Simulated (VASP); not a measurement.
# ScPd (Pm-3m) in VASP: single point with LDA

Aim: the single point of ScPd with LDA.

All numbers are computed with VASP 6.6.1; they aren't measurements. Logs are shortened: lines on timing, memory, paths and dates and some standing lists are left out, and cuts for length are marked.

## (1) The cell of the first run

Symmetry: Pm-3m, No. 221, cubic system. The conventional cell has a = 3.283 Å, b = 3.283 Å, c = 3.283 Å, α = 90.00°, β = 90.00°, γ = 90.00°. Within 3.7 Å of Sc (site symmetry m-3m) lie 8 Pd at 2.84 Å and 6 Sc at 3.28 Å. Pd (site symmetry m-3m) has 8 Sc at 2.84 Å and 6 Pd at 3.28 Å within 3.7 Å.

## (2) Single point, LDA

INCAR

```
SYSTEM = ScPd
PREC     = Accurate       ! precision mode
ENCUT    = 520            ! plane-wave cutoff, eV
EDIFF    = 1E-6           ! SCF threshold, eV
ISMEAR   = -1             ! smearing method
SIGMA    = 0.05           ! smearing width, eV
LREAL    = .False.        ! projectors in reciprocal space
LASPH    = .True.         ! aspherical terms in the spheres
NELM     = 60             ! most SCF steps
ALGO     = Normal         ! electronic algorithm
ISIF     = 2              ! what is computed and relaxed
LWAVE    = .False.        ! write WAVECAR
LCHARG   = .False.        ! write CHGCAR
GGA      = CA             ! functional
NBANDS   = 18             ! bands
```

KPOINTS

```
Automatic mesh
0
Gamma
  9 9 9
  0 0 0
```

POSCAR

```
ScPd
1.0
    3.2830000000      0.0000000000      0.0000000000
    0.0000000000      3.2830000000      0.0000000000
    0.0000000000      0.0000000000      3.2830000000
Sc Pd
1 1
Direct
    0.5000000000      0.5000000000      0.5000000000
    0.0000000000      0.0000000000      0.0000000000
```

Potentials or basis: VASP PAW LDA potentials, release 64 (Sc_sv, Pd).

Run with:

```console
> cat potpaw_LDA.64/Sc_sv/POTCAR potpaw_LDA.64/Pd/POTCAR > POTCAR
> mpirun -np 1 vasp_std > vasp.out
```

OUTCAR:

```text
SYSTEM = ScPd
   PREC = Accurate
   ENCUT = 520
   EDIFF = 1E-6
   ISMEAR = -1
   LREAL = .False.
   LASPH = .True.
   NELM = 60
   ISIF = 2
   GGA = CA

 ion  position               nearest neighbor table
   1  0.500  0.500  0.500-   2 2.84   2 2.84   2 2.84   2 2.84   2 2.84   2 2.84   2 2.84   2 2.84

   2  0.000  0.000  0.000-   1 2.84   1 2.84   1 2.84   1 2.84   1 2.84   1 2.84   1 2.84   1 2.84

  LATTYP: Found a simple cubic cell.
 ALAT       =     3.2830000000

  Lattice vectors:

 A1 = (   3.2830000000,   0.0000000000,   0.0000000000)
 A2 = (   0.0000000000,   3.2830000000,   0.0000000000)
 A3 = (   0.0000000000,   0.0000000000,   3.2830000000)

Analysis of symmetry for initial positions (statically):
=====================================================================
 Subroutine PRICEL returns:
 Original cell was already a primitive cell.

 Routine SETGRP: Setting up the symmetry group for a
 simple cubic supercell.

 Subroutine GETGRP returns: Found 48 space group operations
 (whereof 48 operations were pure point group operations)
 out of a pool of 48 trial point group operations.

The static configuration has the point symmetry O_h .

Analysis of symmetry for dynamics (positions and initial velocities):
=====================================================================
 Subroutine PRICEL returns:
 Original cell was already a primitive cell.

 Routine SETGRP: Setting up the symmetry group for a
 simple cubic supercell.

 Subroutine GETGRP returns: Found 48 space group operations
 (whereof 48 operations were pure point group operations)
 out of a pool of 48 trial point group operations.

The dynamic configuration has the point symmetry O_h .

 Subroutine INISYM returns: Found 48 space group operations
 (whereof 48 operations are pure point group operations),
 and found     1 'primitive' translations

----------------------------------------------------------------------------------------

                                     Primitive cell

  volume of cell :      35.3845

  direct lattice vectors                    reciprocal lattice vectors
     3.283000000  0.000000000  0.000000000     0.304599452  0.000000000  0.000000000
     0.000000000  3.283000000  0.000000000     0.000000000  0.304599452  0.000000000
     0.000000000  0.000000000  3.283000000     0.000000000  0.000000000  0.304599452

  length of vectors
     3.283000000  3.283000000  3.283000000     0.304599452  0.304599452  0.304599452

  position of ions in fractional coordinates (direct lattice)
     0.500000000  0.500000000  0.500000000
     0.000000000  0.000000000  0.000000000

  ion indices of the primitive-cell ions
   primitive index   ion index
                 1           1
                 2           2

----------------------------------------------------------------------------------------

 KPOINTS: Automatic mesh

Automatic generation of k-mesh.
 Grid dimensions read from file:
 generate k-points for:    9    9    9

 Generating k-lattice:

  Cartesian coordinates                     Fractional coordinates (reciprocal lattice)
     0.033844384  0.000000000  0.000000000     0.111111111  0.000000000  0.000000000
     0.000000000  0.033844384  0.000000000     0.000000000  0.111111111  0.000000000
     0.000000000  0.000000000  0.033844384     0.000000000  0.000000000  0.111111111

  Length of vectors
     0.033844384  0.033844384  0.033844384

  Shift w.r.t. Gamma in fractional coordinates (k-lattice)
     0.000000000  0.000000000  0.000000000

 Subroutine IBZKPT returns following result:
 ===========================================

 Found     35 irreducible k-points:

 Following reciprocal coordinates:
            Coordinates               Weight
  0.000000  0.000000  0.000000      1.000000
  0.111111  0.000000  0.000000      6.000000
  0.222222  0.000000  0.000000      6.000000
  0.333333  0.000000  0.000000      6.000000
  0.444444  0.000000  0.000000      6.000000
  0.111111  0.111111  0.000000     12.000000
[... 16 lines left out ...]
  0.333333  0.333333  0.111111     24.000000
  0.444444  0.333333  0.111111     48.000000
 [... further k-points ...]
   k-points           NKPTS =     35   k-points in BZ     NKDIM =     35   number of bands    NBANDS=     18
   number of dos      NEDOS =    301   number of ions     NIONS =      2
   total plane-waves  NPLWV =  13824
   dimension x,y,z NGX =    24 NGY =   24 NGZ =   24
   dimension x,y,z NGXF=    48 NGYF=   48 NGZF=   48
   ions per type =               1   1
   NGX,Y,Z   is equivalent  to a cutoff of  12.15, 12.15, 12.15 a.u.
   NGXF,Y,Z  is equivalent  to a cutoff of  24.31, 24.31, 24.31 a.u.
 SYSTEM =  ScPd
   PREC   = accura    normal or accurate (medium, high low for compatibility)
   ISTART =      0    job   : 0-new  1-cont  2-samecut
   ICHARG =      2    charge: 1-file 2-atom 10-const
   ISPIN  =      1    spin polarized calculation?
   LNONCOLLINEAR =      F non collinear calculations
   LSORBIT =      F    spin-orbit coupling
   LASPH  =      T    aspherical Exc in radial PAW
   ENCUT  =  520.0 eV  38.22 Ry    6.18 a.u.   6.10  6.10  6.10*2*pi/ulx,y,z
   NELM   =     60;   NELMIN=  2; NELMDL= -5     # of ELM steps
   EDIFF  = 0.1E-05   stopping-criterion for ELM
   LREAL  =      F    real-space projection
   EDIFFG = 0.1E-04   stopping-criterion for IOM
   NSW    =      0    number of steps for IOM
   IBRION =     -1    ionic relax: 0-MD 1-quasi-New 2-CG
   NFREE  =      0    steps in history (QN), initial steepest desc. (CG)
   ISIF   =      2    stress and relaxation
   ISYM   =      2    0-nonsym 1-usesym 2-fastsym
   POTIM  = 0.5000    time-step for ionic-motion
   TEBEG  =    0.0;   TEEND  =   0.0 temperature during run
   PSTRESS=    0.0 pullay stress
   NELECT =      21.0000    total number of electrons
   NUPDOWN=      -1.0000    fix difference up-down
   EMIN   =  10.00;   EMAX   =-10.00  energy-range for DOS
   EFERMI =   0.00;   METHOD = LEGACY
   ISMEAR =    -1;   SIGMA  =   0.05  broadening in eV -4-tet -1-fermi 0-gaus
   EFERMI_NEDOS =   21; number of points for ismear=-14 and -15
   IALGO  =     38    algorithm
   IMIX   =      4    mixing-type and parameters
     AMIX     =   0.40;   BMIX     =  1.00
     AMIX_MAG =   1.60;   BMIX_MAG =  1.00
  volume/ion in A,a.u.               =      17.69       119.39
  Fermi-wavevector in a.u.,A,eV,Ry     =   1.375763  2.599816 25.752082  1.892725
  Thomas-Fermi vector in A             =   2.501069
   LORBIT       =      0    0 simple, 1 ext, 2 COOP (PROOUT), +10 PAW based schemes
   GGA     = CA    functional components
   LHFCALC =     F    Hartree Fock is set to
   AEXX    =    0.0000 exact exchange contribution
   IVDW    =     0    specifies the selected vdW correction
   LEPSILON=     F    determine dielectric tensor
   LRPA    =     F    only Hartree local field effects (RPA)
 non-spin polarized calculation
  energy-cutoff  :      520.00
  volume of cell :       35.38
 maximum number of plane-waves:       963
   NGX = 13   NGY = 13   NGZ = 13

 number of electron      21.0000005 magnetization

 Free energy of the ion-electron system (eV)
  ---------------------------------------------------
  ext. energy  EPLUGINS =         0.00000000
  ---------------------------------------------------
  free energy    TOTEN  =       -15.02979340 eV

  energy without entropy =      -15.01824794  energy(sigma->0) =      -15.02402067

 E-fermi :   7.1372     XC(G=0): -12.0198

 val. band max:        7.1236943844   @ k =   0.4444   0.3333   0.0000
 cond. band min:       7.1554016746   @ k =   0.4444   0.4444   0.2222
 fundamental gap:      0.0317072903
 Fermi energy:         7.1371905523

 k-point     1 :       0.0000    0.0000    0.0000
  band No.  band energies     occupation
      1     -42.0538      2.00000
      2     -20.9192      2.00000
      3     -20.9192      2.00000
      4     -20.9192      2.00000
      5       0.4480      2.00000
      6       2.5112      2.00000
[... 10 lines left out ...]
     17      14.8002      0.00000
     18      14.8002      0.00000

 k-point     2 :       0.1111    0.0000    0.0000
  band No.  band energies     occupation
      1     -42.0513      2.00000
      2     -20.9463      2.00000
      3     -20.9177      2.00000
      4     -20.9177      2.00000
      5       0.6609      2.00000
      6       2.5818      2.00000
[... 10 lines left out ...]
     17      15.3940      0.00000
     18      15.3940      0.00000

 k-point     3 :       0.2222    0.0000    0.0000
  band No.  band energies     occupation
      1     -42.0449      2.00000
      2     -21.0141      2.00000
      3     -20.9136      2.00000
      4     -20.9136      2.00000
      5       1.2605      2.00000
      6       2.7741      2.00000
[... 10 lines left out ...]
     17      16.8054      0.00000
     18      16.8054      0.00000

 k-point     4 :       0.3333    0.0000    0.0000
  band No.  band energies     occupation
      1     -42.0376      2.00000
      2     -21.0903      2.00000
      3     -20.9091      2.00000
      4     -20.9091      2.00000
      5       2.0837      2.00000
      6       3.0231      2.00000
[... 375 lines left out ...]
      4     -20.9212      2.00000
      5       2.9110      2.00000
      6       3.1076      2.00000
[... 10 lines left out ...]
     17      16.6638      0.00000
     18      18.3657      0.00000

 k-point    23 :       0.3333    0.3333    0.1111
  band No.  band energies     occupation
      1     -42.0208      2.00000
      2     -21.0673      2.00000
      3     -21.0593      2.00000
      4     -20.9185      2.00000
      5       2.6968      2.00000
      6       3.0203      2.00000
[... 10 lines left out ...]
     17      14.8146      0.00000
     18      18.1111      0.00000

 k-point    24 :       0.4444    0.3333    0.1111
  band No.  band energies     occupation
      1     -42.0165      2.00000
      2     -21.1085      2.00000
      3     -21.0565      2.00000
      4     -20.9140      2.00000
      5       2.7076      2.00000
      6       2.8977      2.00000
[... 10 lines left out ...]
     17      15.2796      0.00000
     18      16.7013      0.00000

 [... further k-points ...]

------------------------ aborting loop because EDIFF is reached ----------------------------------------

  FORCE on cell =-STRESS in cart. coord.  units (eV):
  Direction    XX          YY          ZZ          XY          YZ          ZX
  --------------------------------------------------------------------------------------
  -------------------------------------------------------------------------------------
  Total       -1.1989702     -1.1989702     -1.1989702     -0.0000000     -0.0000000      0.0000000
  in kB      -54.2883117    -54.2883117    -54.2883117     -0.0000000     -0.0000000      0.0000000
  external PRESSURE =     -54.2883117 kB  Pullay stress =       0.0000000 kB

 VOLUME and BASIS-vectors are now :
 -----------------------------------------------------------------------------
  energy-cutoff  :      520.00
  volume of cell :       35.38
      direct lattice vectors                 reciprocal lattice vectors
     3.283000000  0.000000000  0.000000000     0.304599452  0.000000000  0.000000000
     0.000000000  3.283000000  0.000000000     0.000000000  0.304599452  0.000000000
     0.000000000  0.000000000  3.283000000     0.000000000  0.000000000  0.304599452

 POSITION                                       TOTAL-FORCE (eV/Angst)
 -----------------------------------------------------------------------------------
      1.64150      1.64150      1.64150         0.000000      0.000000      0.000000
      0.00000      0.00000      0.00000         0.000000      0.000000      0.000000
 -----------------------------------------------------------------------------------
    total drift:                                0.000000      0.000000     -0.000000

  FREE ENERGIE OF THE ION-ELECTRON SYSTEM (eV)
  ---------------------------------------------------
  free  energy   TOTEN  =       -15.0297933998 eV

  energy  without entropy=      -15.0182479415  energy(sigma->0) =      -15.02402067
```

Run time: 11 s. Hardware: 1 thread of Intel Xeon Platinum 8259CL at 2.50GHz (Skylake/Cascade Lake), shared host; peak memory 0.14 GiB.

What came out:

- Free energy: -15.0298 eV
- Pressure: -5.4 GPa
- Band gap on the k mesh: zero (an odd number of electrons rules out a gap without spin polarisation)

Caveat: the cell stands under tension.
